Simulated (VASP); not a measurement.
Wanted: the native input for a VASP 6.6.1 run.

```yaml
Task: electric field gradients
Functional: PBE
Potentials_or_basis: VASP PAW PBE potentials, release 64 (In_d, Sb)
Cutoff: 400 eV
k_mesh: 10 × 10 × 10
Occupations: fermi-dirac, width 0.03 eV
Spin: no spin polarisation
Dipole_correction: no
Further_INCAR_settings: ALGO = Normal; EDIFF = 1e-08; NBANDS = 16
```

The structure of InSb lies in POSCAR:

```
InSb
1.0
    0.0000000000      3.2391000000      3.2067090000
    3.2391000000      0.0000000000      3.2067090000
    3.2391000000      3.2391000000      0.0000000000
In Sb
1 1
Direct
    0.0000000000      0.0000000000      0.0000000000
    0.7500000000      0.7500000000      0.7500000000
```

This cell differs from its parent crystal: zz strain of -1 %.

The input as run:

INCAR

```
SYSTEM = InSb
PREC     = Accurate       ! precision mode
ENCUT    = 400            ! plane-wave cutoff, eV
EDIFF    = 1E-8           ! SCF threshold, eV
ISMEAR   = -1             ! smearing method
SIGMA    = 0.03           ! smearing width, eV
LREAL    = .False.        ! projectors in reciprocal space
LASPH    = .True.         ! aspherical terms in the spheres
NELM     = 120            ! most SCF steps
ALGO     = Normal         ! electronic algorithm
ISIF     = 2              ! what is computed and relaxed
LWAVE    = .False.        ! write WAVECAR
LCHARG   = .False.        ! write CHGCAR
GGA      = PE             ! functional
LEFG     = .True.       
NBANDS   = 16             ! bands
GGA_COMPAT= .False.
```

KPOINTS

```
regular mesh
0
Gamma
  10 10 10
  0 0 0
```

Potentials or basis: VASP PAW PBE potentials, release 64 (In_d, Sb).

Run with:

```console
$ cat potpaw_PBE.64/In_d/POTCAR potpaw_PBE.64/Sb/POTCAR > POTCAR
$ mpirun -np 1 vasp_std > vasp.out
```

It gave:

* Pressure: 3.6 GPa
* Band gap on the k mesh: 0.05 eV, direct

Caveat: the cell differs from its parent crystal (zz strain of -1 %); without QUAD_EFG the Cq values of the log hold for a quadrupole moment of 1 mb, not for the nuclei; spin-orbit coupling is left out, which moves the levels of the heavy elements.

It took 120 s on 1 thread of Intel Xeon 8259CL, on a shared host, peak memory 0.22 GiB.
